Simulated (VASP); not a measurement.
A run of VASP 6.6.1 is set up as follows.

File POSCAR:

```
Si
1.0
    3.8401533397      0.0000000000      0.0000000000
   -1.9200766699      3.3256703466      0.0000000000
    0.0000000000      0.0000000000     12.6246842681
Si
8
Direct
    0.0000000000      0.0000000000      0.4068024715
    0.0000000000      0.0000000000      0.9068024715
    0.0000000000      0.0000000000      0.0931975285
    0.0000000000      0.0000000000      0.5931975285
    0.3333333333      0.6666666667      0.3440771147
    0.6666666667      0.3333333333      0.8440771147
    0.3333333333      0.6666666667      0.1559228853
    0.6666666667      0.3333333333      0.6559228853
```

File INCAR.step1:

```
  ALGO = Normal
  EDIFF = 1E-4
  ENCUT = 520
  GGA = PE
  ISMEAR = 0
  LASPH = T
  LCHARG = F
  LREAL = F
  LWAVE = T
  NBANDS = 26
  NELM = 80
  PREC = Accurate
  SIGMA = 0.02
```

Contents of INCAR.step2:

```
  ALGO = Normal
  EDIFF = 1E-7
  ENCUT = 520
  ISIF = 2
  ISMEAR = 0
  ISTART = 1
  LASPH = T
  LCHARG = F
  LMIXTAU = T
  LREAL = F
  LWAVE = F
  METAGGA = R2SCAN
  NBANDS = 26
  NELM = 80
  PREC = Accurate
  SIGMA = 0.02
```

Contents of KPOINTS:

```
k-points
0
Gamma
  12 12 2
```

Potentials or basis: VASP PAW PBE potentials, release 64 (Si).

Command:

```bash
$ cat potpaw_PBE.64/Si/POTCAR > POTCAR
$ cp INCAR.step1 INCAR
$ mpirun -np 1 vasp_std > vasp.out
$ cp INCAR.step2 INCAR
$ mpirun -np 1 vasp_std > vasp.out
```

Problem. What does it give for the pressure?

Solution. -0.2 GPa.

Problem. What does it give for the band gap on the k mesh?

Solution. 0.78 eV (least direct gap 1.62 eV).

Caveat: the PAW data sets were made with another functional, which shifts forces and pressure a little. A k mesh can miss the band edges.
